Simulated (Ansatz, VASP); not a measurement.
# TePb in VASP and in Ansatz

File INCAR:

```
ALGO     = Normal         # electronic algorithm
DIPOL    = 0.5 0.5 0.500
EDIFF    = 1E-6           # SCF threshold, eV
ENCUT    = 400            # plane-wave cutoff, eV
GGA      = PE             # functional
GGA_COMPAT= False        
IDIPOL   = 3            
ISIF     = 2              # what is computed and relaxed
ISMEAR   = 0              # smearing method
KPAR     = 4            
LASPH    = True           # aspherical terms in the spheres
LCHARG   = False          # write CHGCAR
LDIPOL   = True         
LORBIT   = 11             # projections on sites
LORBMOM  = True         
LREAL    = False          # projectors in reciprocal space
LSORBIT  = True           # spin-orbit coupling
LWAVE    = False          # write WAVECAR
MAGMOM   = 0 0 0 0 0 0 0 0 0 0 0 0 0 0 0 0 0 0 0 0 0 0 0 0 # initial moments
NBANDS   = 98             # bands
NELM     = 200            # most SCF steps
NELMDL   = -8           
PREC     = Accurate       # precision mode
SIGMA    = 0.05           # smearing width, eV
```

The input KPOINTS:

```
k-points
0
Gamma
  6 6 1
```

The input POSCAR:

```
TePb
1.0
    4.6453450440      0.0000000000      0.0000000000
    0.0000000000      4.6453450440      0.0000000000
    0.0000000000      0.0000000000     24.8542649447
Pb Te
4 4
Direct
    0.0000000000      0.0000000000      0.3101451593
    0.5000000000      0.5000000000      0.4241984115
    0.0000000000      0.0000000000      0.5757966311
    0.5000000000      0.5000000000      0.6898546126
    0.5000000000      0.5000000000      0.2993010856
    0.0000000000      0.0000000000      0.4336966799
    0.5000000000      0.5000000000      0.5663078553
    0.0000000000      0.0000000000      0.7006995647
```

Input for Ansatz:

```yaml
crystal:
  lattice:
    - [4.645345044, 0.0, 0.0]
    - [0.0, 4.645345044, 0.0]
    - [0.0, 0.0, 24.8542649447]
  atoms:
    - { symbol: Pb, position: [0.0, 0.0, 0.3101451593] }
    - { symbol: Te, position: [0.5, 0.5, 0.2993010856] }
    - { symbol: Pb, position: [0.5, 0.5, 0.4241984115] }
    - { symbol: Te, position: [0.0, 0.0, 0.4336966799] }
    - { symbol: Pb, position: [0.0, 0.0, 0.5757966311] }
    - { symbol: Te, position: [0.5, 0.5, 0.5663078553] }
    - { symbol: Pb, position: [0.5, 0.5, 0.6898546126] }
    - { symbol: Te, position: [0.0, 0.0, 0.7006995647] }
basis:
  ecutwfc: 420
kpoints:
  mp_grid: { grid: [6, 6, 1] }
  band_path:
    path: [[0.5, 0, 0], [0, 0, 0], [0.5, 0.5, 0], [0.5, 0, 0]]
    npoints: 12
hamiltonian:
  xc: pbe
scf:
  occupations: { method: gaussian, width: 0.05 }
  n_extra_bands: 44
output:
  forces: true
  eigenvalues: true
  populations: true
  fatbands: true
  write_density: true
  write_potential: true
  elf: true
  volumetric_format: npy
magnetization:
  noncollinear: true
  spin_orbit: true
efield:
  axis: 3
  dipole_correction: true
  ramp_width: 0.04
```

Alike in both runs: task single point; functional PBE; k mesh 6 × 6 × 1; occupations gaussian, width 0.05 eV; non-collinear spin, spin-orbit coupling.

|  | VASP | Ansatz |
| --- | --- | --- |
| version | VASP 6.6.1 | Ansatz 0.2.0 |
| potentials or method | VASP PAW PBE potentials, release 64 (Pb_d, Te), cutoff 400 eV | plane waves, PAW |
| valence electrons in the cell | 80 | 120 |

Ansatz gave:

* rms of the force components (eV/Å): 0.015

What did VASP give for the same quantities?

rms of the force components (eV/Å): 0.011.

VASP's potentials hold 80 valence electrons a cell and Ansatz's 120, so a difference there can come from the potentials and not from the codes. Ansatz's warnings: xc potential rough in thin density.
